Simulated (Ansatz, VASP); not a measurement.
**One calculation of PbS, two programs**

The input INCAR:

```
ALGO = Normal
EDIFF = 1E-7
ENCUT = 520
GGA = PE
ISIF = 2
ISMEAR = 0
ISPIN = 2
LASPH = T
LCHARG = F
LORBIT = 11
LREAL = F
LWAVE = F
MAGMOM = 0.5 0
NBANDS = 21
NELM = 150
PREC = Accurate
SIGMA = 0.02
```

KPOINTS

```
k-points
0
Gamma
  8 8 8
```

The input POSCAR:

```
PbS
1.0
    0.0000000000      3.0047775019      3.0047775019
    3.0047775019      0.0000000000      3.0047775019
    3.0047775019      3.0047775019      0.0000000000
Pb S
1 1
Direct
    0.0000000000      0.0000000000      0.0000000000
    0.5000000000      0.5000000000      0.5000000000
```

File input.yaml:

```yaml
crystal:
  lattice:
    - [0.0, 3.0047775019, 3.0047775019]
    - [3.0047775019, 0.0, 3.0047775019]
    - [3.0047775019, 3.0047775019, 0.0]
  atoms:
    - { symbol: Pb, position: [0.0, 0.0, 0.0], spin: 0.5 }
    - { symbol: S, position: [0.5, 0.5, 0.5] }
hamiltonian:
  xc: pbe
  pseudopotentials: { kind: paw, core: small }
magnetization:
  spin_polarized: true
kpoints:
  mp_grid: { grid: [8, 8, 8] }
scf:
  occupations: { method: gaussian, width: 0.02 }
output:
  forces: true
  stress: true
  eigenvalues: true
  write_density: true
  write_potential: true
  elf: true
  volumetric_format: npy
```

Alike in both runs: task single point; functional PBE; k mesh 8 × 8 × 8; occupations gaussian, width 0.02 eV; collinear spin.

|  | VASP | Ansatz |
| --- | --- | --- |
| version | VASP 6.6.1 | Ansatz 0.2.0 |
| potentials or method | VASP PAW PBE potentials, release 64 (Pb_d, S) | Ansatz PAW |
| plane-wave cutoff (eV) | 520 | 420 |
| valence electrons in the cell | 20 | 20 |

VASP gave:

| Quantity | Value |
| --- | --- |
| gap on the k mesh at the Fermi level (eV) | 0.50 |
| least direct gap on the mesh (eV) | 0.50 |
| pressure (GPa) | -0.1 |
| net moment per atom (μB) | 0.00 |

**Question.** Estimate Ansatz's values.

**Answer.** gap on the k mesh at the Fermi level (eV): 0.49; least direct gap on the mesh (eV): 0.49; pressure (GPa): 0.0; net moment per atom (μB): 0.00.

With one functional, cell and mesh, what is left measures potentials, basis and numerics.

Neither program's run includes spin-orbit coupling.
